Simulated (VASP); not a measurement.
Crystal: TaN.

```
CELL_PARAMETERS angstrom
0.00000 2.23347 2.12453
2.23347 0.00000 2.12453
2.23347 2.23347 0.00000
ATOMIC_POSITIONS crystal
Ta 0.50000 0.50000 0.50000
N 0.00000 0.00000 0.00000
```

This cell differs from its parent crystal: strain +0.025 along x and y, -0.025 along z.

Base run:

| Item | Value |
| --- | --- |
| Program | VASP 6.6.1 |
| Functional | PBEsol |
| Potentials or basis | VASP PAW PBE potentials, release 64 (Ta_sv_GW, N) |
| Cutoff | 600 eV |
| k mesh | 18 × 18 × 18 |
| Occupations | gaussian, width 0.15 eV |
| Spin | no spin polarisation |

Its results: band gap on the k mesh zero (band 9 reaches 15.37 eV, above the bottom of band 10 at 11.38 eV); pressure -2.0 GPa.

Question: The run is repeated on the same cell with these changes: potentials or basis from VASP PAW PBE potentials, release 64 (Ta_sv_GW, N) to VASP PAW PBE potentials, release 64 (Ta_pv, N); cutoff from 600 eV to 520 eV; further incar settings from ALGO = Normal; EDIFF = 1e-06; NBANDS = 16 to ALGO = Normal; EDIFF = 1e-07; NBANDS = 15; valence electrons from 18 to 16. What comes out?

Answer: Band gap on the k mesh zero (band 8 reaches 11.09 eV, above the bottom of band 9 at 7.09 eV); pressure -1.0 GPa.

Caveats: the PAW data sets were made with another functional, which shifts forces and pressure a little; spin-orbit coupling is left out, which moves the levels of the heavy elements.
